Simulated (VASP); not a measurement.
Runs of VASP 6.6.1 on LiNbO3. The structure is that of space group Pm-3m (No. 221), or close to it. The cells are those of the table. 

```tsv
level	cell	smearing	gap on the mesh (eV)
PBE	a = 3.933 Å, 5 atoms	fermi-dirac 0.02 eV	1.72
PBE	a = 3.933 Å, angles 90.0, 90.0, 90.9°, 5 atoms	fermi-dirac 0.02 eV	1.70
r2SCAN	a = 3.874, b = 3.933, c = 3.933 Å, 5 atoms	gaussian 0.01 eV	2.13
r2SCAN	a = 3.933 Å, 5 atoms	gaussian 0.01 eV	(c)
r2SCAN	a = 4.031 Å, 5 atoms	gaussian 0.01 eV	(a)
r2SCAN	a = 3.933 Å, angles 90.0, 90.0, 90.9°, 5 atoms	gaussian 0.01 eV	(b)
PBE	a = 3.953 Å, 5 atoms	fermi-dirac 0.02 eV	1.68
r2SCAN	a = 3.953 Å, 5 atoms	gaussian 0.01 eV	2.07
```

Alike in all rows: task single point; potentials or basis VASP PAW PBE potentials, release 64 (Li_sv, Nb_sv, O); no spin polarisation; k mesh 6 × 6 × 6; cutoff (eV) 520.

Fill in the values left out.

(a) 1.91; (b) 2.09; (c) 2.11.

A k mesh can miss the band edges, and the runs leave out spin-orbit coupling on Nb.
